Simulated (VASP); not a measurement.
**TaN: single point with PBE**

Crystal: TaN.

```
Ta N
1.0
     2.80044    0.00000    0.00000
    -1.40022    2.42525    0.00000
     0.00000    0.00000    5.99997
Ta N
2 2
Direct
  0.00000 0.00000 0.00000
  0.00000 0.00000 0.50000
  0.33333 0.66667 0.25000
  0.66667 0.33333 0.75000
```

This cell differs from its parent crystal: biaxial strain in the a-b plane: -4.0 %, then relaxed in part.

- Program: VASP 6.6.1
- Task: single point
- Functional: PBE
- Potentials or basis: VASP PAW PBE potentials, release 64 (Ta_pv, N)
- Cutoff: 520 eV
- k mesh: 18 × 18 × 8
- Occupations: gaussian, width 0.1 eV
- Spin: no spin polarisation
- Dipole correction: no
- Further INCAR settings: ALGO = Normal; EDIFF = 1e-06; NBANDS = 24

The pressure is 25.0 GPa and the band gap on the k mesh is zero (bands 16 and 17 overlap by 1.20 eV).

Stress tensor (GPa, compression positive):
```
37.04  0.00  0.00
 0.00 37.04  0.00
 0.00  0.00  1.04
```

Levels at points of the mesh, in eV from the Fermi level:
```tsv
k point	band 13	band 14	band 15	band 16	band 17	band 18	band 19	band 20
(0.00, 0.00, 0.00)	-3.55	-1.51	-1.51	-0.14	-0.14	1.05	1.05	1.64
(0.50, 0.00, 0.00)	-3.93	-3.87	-2.76	-2.40	3.10	4.60	5.52	5.97
(0.00, 0.00, 0.50)	-3.43	-3.43	-0.96	-0.96	1.27	1.27	1.27	1.27
(0.50, 0.00, 0.50)	-4.01	-4.01	-2.50	-2.50	4.53	4.53	5.46	5.46
```

It took 2.4 min on 1 thread of Intel(R) Xeon(R) Platinum 8259CL CPU @ 2.50GHz (Skylake/Cascade Lake), on a shared host, peak memory 0.29 GiB.

Caveat: the cell differs from its parent crystal (biaxial strain in the a-b plane: -4.0 %, then relaxed in part); the stress differs along the axes, from 1 to 37 GPa; spin-orbit coupling is left out, which moves the levels of the heavy elements.
